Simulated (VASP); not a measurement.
## AlN: single point with LDA

AlN:

```
CELL_PARAMETERS angstrom
3.37708 0.00000 0.00000
-1.68854 2.92463 0.00000
0.00000 0.00000 4.26969
ATOMIC_POSITIONS crystal
Al 0.66667 0.33333 0.25000
Al 0.33333 0.66667 0.75000
N 0.66667 0.33333 0.75000
N 0.33333 0.66667 0.25000
```

This cell differs from its parent crystal: volume scaled by 1.06.

| Item | Value |
| --- | --- |
| Program | VASP 6.6.1 |
| Task | single point |
| Functional | LDA |
| Potentials or basis | VASP PAW LDA potentials, release 64 (Al, N) |
| Cutoff | 520 eV |
| k mesh | 9 × 9 × 7 |
| Occupations | fermi-dirac, width 0.05 eV |
| Spin | no spin polarisation |

```yaml
Pressure: -18.2 GPa
Band_gap_on_the_k_mesh: 2.85 eV, direct
```

Stress tensor (GPa, compression positive):
```
-18.84   0.00   0.00
  0.00 -18.84   0.00
  0.00   0.00 -17.07
```

Levels at points of the mesh, in eV from the valence-band top:
| k point | band 6 | band 7 | band 8 | band 9 | band 10 | band 11 |
| --- | --- | --- | --- | --- | --- | --- |
| (0.00, 0.00, 0.00) | -1.50 | -1.50 | 0.00 | 2.85 | 3.78 | 7.75 |

It took 16 s on 1 thread of Intel(R) Xeon(R) Platinum 8488C (Sapphire Rapids), on a shared host, peak memory 0.15 GiB.

 A k mesh can miss the band edges.
